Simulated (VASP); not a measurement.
Input of a VASP 6.6.1 run:

INCAR

```
PREC = Accurate
ENCUT = 520
EDIFF = 1E-6
ISMEAR = -1
SIGMA = 0.05
LREAL = F
LASPH = T
NELM = 150
ALGO = Normal
ISIF = 2
LWAVE = F
LCHARG = T
ISPIN = 2
MAGMOM = 4 0
LORBIT = 11
LMAXMIX = 4
GGA = PS
LELF = T
LVHAR = T
NBANDS = 20
```

The input KPOINTS:

```
regular mesh
0
Gamma
  9 9 9
```

Contents of POSCAR:

```
MnO
1.0
    2.9311359788     -1.6937760844      0.0000000000
    2.9311359788      1.6937760844      0.0000000000
   -1.9578061576      0.0000000000      2.7723274387
Mn O
1 1
Direct
    0.5001990000      0.5001990000      0.5006650000
    0.7498025000      0.7498025000      0.2493360000
```

Potentials or basis: VASP PAW PBE potentials, release 64 (Mn_pv, O).

The run is started by

```bash
$ cat potpaw_PBE.64/Mn_pv/POTCAR potpaw_PBE.64/O/POTCAR > POTCAR
$ mpirun -np 1 vasp_std > vasp.out
```

Problem. Predict the net moment.

Solution. 4.99 μB per cell.

Problem. Predict the site moments.

Solution. Mn +4.41; O +0.19 μB.

Problem. Predict the pressure.

Solution. -4.0 GPa.

Forces in eV/Å, atoms in the order of the input:
```
Mn   0.001  0.000  0.001
O   -0.001  0.000 -0.001
```

Caveat: the cell stands under tension; the PAW data sets were made with another functional, which shifts forces and pressure a little; a cell with one magnetic atom can't hold antiferromagnetic order, which such compounds often take.
